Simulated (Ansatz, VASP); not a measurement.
## B5W2: VASP beside Ansatz

```xyz
14
Lattice="3.0951 0.0000 0.0000 -1.5475 2.6804 0.0000 0.0000 0.0000 27.6731" Properties=species:S:1:pos:R:3 pbc="T T T"
W     0.0000    0.0000    7.3796
W     1.5475    0.8935   11.3230
W     1.5475    0.8935   14.4855
W     0.0000    1.7869   18.7725
B     1.5475    0.8935    9.0189
B     0.0000    1.7869    8.5476
B     0.0000    0.0000    9.8000
B     0.0000    0.0000   12.8639
B     0.0000    1.7869   12.9271
B     0.0000    1.7869   16.0436
B     0.0000    0.0000   17.3696
B     1.5475    0.8935   16.7760
B     1.5475    0.8935   20.4332
B     0.0000    0.0000   20.3934
```

Alike in both runs: functional PBE; k mesh 12 × 12 × 1; occupations gaussian, width 0.1 eV; no spin polarisation.

Ansatz relaxed the structure, and its values are those at the end. VASP's run is a single point on that final structure, the one shown.

|  | VASP | Ansatz |
| --- | --- | --- |
| version | VASP 6.6.1 | Ansatz 0.2.0 |
| potentials or method | VASP PAW PBE potentials, release 64 (W_sv, B), cutoff 520 eV | scalar-relativistic, plane waves, PAW |
| valence electrons in the cell | 86 | 86 |

```tsv
	VASP	Ansatz	Ansatz less VASP
gap on the k mesh at the Fermi level (eV)	none	none	-
rms of the force components (eV/Å)	0.010	0.003	-0.0075
```

A gap of «none» marks a metal or a gap that the smearing closes. Ansatz's warnings: xc potential rough in thin density.

Spin-orbit coupling is off throughout.
